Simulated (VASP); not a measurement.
A run of VASP 6.6.1:

The input POSCAR:

```
AlCo
1.0
    2.8794432970      0.0000000000      0.0000000000
    0.0000000000      2.8794432970      0.0000000000
    0.0000000000      0.0000000000      2.8794432970
Al Co
1 1
Direct
    0.0000000000      0.0000000000      0.0000000000
    0.5000000000      0.5000000000      0.5000000000
```

File INCAR.step1:

```
SYSTEM = AlCo
PREC = Accurate
ENCUT = 520
ISMEAR = 0
SIGMA = 0.1
LREAL = .False.
LASPH = .True.
NELM = 150
ISPIN = 2
MAGMOM = 0 0.16
LMAXMIX = 4
NBANDS = 17
GGA = PE
ALGO = Normal
EDIFF = 1E-4
LWAVE = .True.
LCHARG = .False.
```

The input INCAR.step2:

```
SYSTEM = AlCo
PREC = Accurate
ENCUT = 520
EDIFF = 1E-6
ISMEAR = 0
SIGMA = 0.1
LREAL = .False.
LASPH = .True.
NELM = 150
ALGO = Normal
ISIF = 2
LWAVE = .False.
LCHARG = .True.
ISPIN = 2
MAGMOM = 0 0.16
LORBIT = 11
LMAXMIX = 4
METAGGA = R2SCAN
LMIXTAU = .True.
LELF = .True.
LVHAR = .True.
NBANDS = 17
ISTART = 1
```

KPOINTS

```
Automatic mesh
0
Gamma
  14 14 14
  0 0 0
```

Potentials or basis: VASP PAW PBE potentials, release 64 (Al, Co).

Run with:

```sh
$ cat potpaw_PBE.64/Al/POTCAR potpaw_PBE.64/Co/POTCAR > POTCAR
$ cp INCAR.step1 INCAR
$ mpirun -np 1 vasp_std > vasp.out
$ cp INCAR.step2 INCAR
$ mpirun -np 1 vasp_std > vasp.out
```

Hardware: 1 thread of AMD EPYC 7R13 Processor (Zen 3), on a shared host.

How long does it take, and how much memory?

It took 4.6 min on 1 thread of AMD EPYC 7R13 Processor (Zen 3), with other jobs on the host, peak memory 0.17 GiB. Counts: k points 120.
